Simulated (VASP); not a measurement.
**Na: density of states with PBE**

The system is Na.

```
CELL_PARAMETERS angstrom
-2.10403 2.10403 2.10403
2.10403 -2.10403 2.10403
2.10403 2.10403 -2.10403
ATOMIC_POSITIONS crystal
Na 0.00000 0.00000 0.00000
```

* Program: VASP 6.6.1
* Task: density of states
* Functional: PBE
* Potentials or basis: VASP PAW PBE potentials, release 64 (Na_pv)
* Cutoff: 400 eV
* k mesh: 2 × 2 × 2
* Occupations: gaussian, width 0.1 eV
* Spin: no spin polarisation
* Dipole correction: no
* k mesh for the DOS: 3 × 3 × 3
* Occupations for the DOS: gaussian
* Further INCAR settings: ALGO = Normal; EDIFF = 1e-06; NBANDS = 10

```json
{"Valence electrons inside the program's atomic spheres": "Na 6.06"}
```

Levels at points of the mesh, in eV from the Fermi level:
```
           k point  band 1  band 2  band 3  band 4  band 5  band 6  band 7  band 8
(0.00, 0.00, 0.00)  -25.36  -25.36  -25.36   -3.67   11.32   11.32   11.32   12.27
```

It used 4.9 s of CPU time on 1 thread of Intel Xeon 8259CL, with other jobs on the host.

Caveat: the k points lie up to 1.06 Å⁻¹ apart.
